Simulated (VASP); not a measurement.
Input of a VASP 6.6.1 run:

Contents of INCAR:

```
PREC = Accurate
ENCUT = 520
EDIFF = 1E-6
ISMEAR = -1
SIGMA = 0.05
LREAL = F
LASPH = T
NELM = 100
ALGO = Normal
ISIF = 2
LWAVE = F
LCHARG = F
GGA = CA
NBANDS = 22
```

File KPOINTS:

```
Automatic mesh
0
Gamma
  7 7 3
```

File POSCAR:

```
Br
1.0
    3.4075083649     -2.3531133733      0.0000000000
    3.4075083649      2.3531133733      0.0000000000
    0.0000000000      0.0000000000      8.8168170799
Br
4
Direct
    0.3651000000      0.6349000000      0.3901000000
    0.1349000000      0.8651000000      0.8901000000
    0.6349000000      0.3651000000      0.6099000000
    0.8651000000      0.1349000000      0.1099000000
```

Potentials or basis: VASP PAW LDA potentials, release 64 (Br).

The run is started by

```console
$ cat potpaw_LDA.64/Br/POTCAR > POTCAR
$ mpirun -np 1 vasp_std > vasp.out
```

Problem. Predict the band gap on the k mesh.

Solution. 1.64 eV (least direct gap 1.65 eV).

Problem. Estimate the largest force.

Solution. 0.316 eV/Å.

Forces on the atoms (eV/Å):
```
Br   0.000  0.062 -0.309
Br   0.000 -0.062 -0.309
Br   0.000 -0.062  0.309
Br   0.000  0.062  0.309
```

Caveat: an odd mesh through Γ misses points on the zone boundary, where band edges can lie.
